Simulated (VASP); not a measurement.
Runs of VASP 6.6.1 on Bi2TeO3. The structure is that of space group P4/mmm (No. 123), or close to it. The cells are those of the table. The cell was generated, and may not be a known phase.

| task | cell | k mesh | cutoff (eV) | gap on the mesh (eV) | pressure (GPa) | relaxed volume (Å³/atom) |
| --- | --- | --- | --- | --- | --- | --- |
| relaxation of cell and atoms | relaxed from a = 4.882, b = 4.882, c = 5.242 Å, 6 atoms | 4 × 4 × 4 | 600 | none | -0.1 | 19.33 |
| single point | a = 4.425, b = 4.425, c = 5.928 Å, 6 atoms | 4 × 4 × 4 | 520 | none | -0.1 | - |
| relaxation of cell and atoms | relaxed from a = 4.425, b = 4.425, c = 5.928 Å, 6 atoms | 8 × 8 × 6 | 600 | none | -0.1 | (a) |
| single point | a = 4.882, b = 4.882, c = 5.242 Å, 6 atoms | 4 × 4 × 4 | 520 | none | -3.3 | - |
| single point | a = 4.426, b = 4.426, c = 5.954 Å, 6 atoms | 8 × 8 × 6 | 520 | none | -0.3 | - |

Alike in all rows: level PBE; potentials or basis VASP PAW PBE potentials, release 64 (Bi_d, Te, O); no spin polarisation; smearing gaussian 0.1 eV.

Task: Estimate the missing entries.

Result: (a) 19.39.

Caveats: spin-orbit coupling is left out, which moves the levels of the heavy elements; the stress differs along the axes, from -12 to 14 GPa (at least some runs).

A k mesh can miss the band edges, and the runs leave out spin-orbit coupling on Bi, Te.

A gap of «none» marks levels without a gap at the run's occupations.
